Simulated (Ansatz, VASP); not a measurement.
## MoS2: VASP beside Ansatz

```
CELL_PARAMETERS angstrom
1.58550 0.91539 6.11500
-1.58550 0.91539 6.11500
0.00000 -1.83078 6.11500
ATOMIC_POSITIONS crystal
Mo 0.00000 0.00000 0.00000
S 0.75000 0.75000 0.75000
S 0.25000 0.25000 0.25000
```

Alike in both runs: task single point; functional PBEsol; dispersion D4; k mesh 11 × 11 × 11; occupations methfessel-paxton of order 1, width 0.1 eV; no spin polarisation.

|  | VASP | Ansatz |
| --- | --- | --- |
| version | VASP 6.6.1 | Ansatz 0.2.0 |
| potentials or method | VASP PAW PBE potentials, release 64 (Mo_sv, S), cutoff 520 eV | plane waves, PAW |
| valence electrons in the cell | 26 | 26 |

```csv
,VASP,Ansatz,Ansatz less VASP
pressure (GPa),0.7,0.7,-0.01
"traceless stress, the component that is largest in VASP (GPa)",3.40,3.39,-0.009
```

VASP's potentials were made for PBE, not for PBEsol.
